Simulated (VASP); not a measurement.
Input of a VASP 6.6.1 run:

File INCAR:

```
SYSTEM = Si4B
  PREC = Accurate
  ENCUT = 600
  EDIFF = 1E-6
  ISMEAR = 0
  SIGMA = 0.1
  LREAL = .FALSE.
  LASPH = .TRUE.
  NELM = 60
  ALGO = Normal
  ISIF = 3
  LWAVE = .FALSE.
  LCHARG = .FALSE.
  GGA = PE
  IBRION = 2
  NSW = 100
  EDIFFG = -0.01
```

Contents of KPOINTS:

```
Automatic mesh
0
G
  12 12 10
  0 0 0
```

Contents of POSCAR:

```
Si4B
1.0
    5.0709172973      0.0000000000      0.0000000000
   -2.5354586486      4.3915431999      0.0000000000
    0.0000000000      0.0000000000      3.8739699387
Si B
4 1
Direct
    0.5000000000      0.0000000000      0.0000000000
    0.0000000000      0.5000000000      0.0000000000
    0.5000000000      0.5000000000      0.0000000000
    0.0000000000      0.0000000000      0.0000000000
    0.0000000000      0.0000000000      0.5000000000
```

Potentials or basis: VASP PAW PBE potentials, release 64 (Si, B).

The run is started by

```bash
$ cat potpaw_PBE.64/Si/POTCAR potpaw_PBE.64/B/POTCAR > POTCAR
$ mpirun -np 1 vasp_std > vasp.out
```

(1) What does it give for the relaxed cell?

(2) Estimate the relaxed volume.

Answers

(1) a = 5.086 Å, b = 5.086 Å, c = 3.854 Å, α = 90.00°, β = 90.00°, γ = 120.00°.

(2) 17.27 Å³/atom.
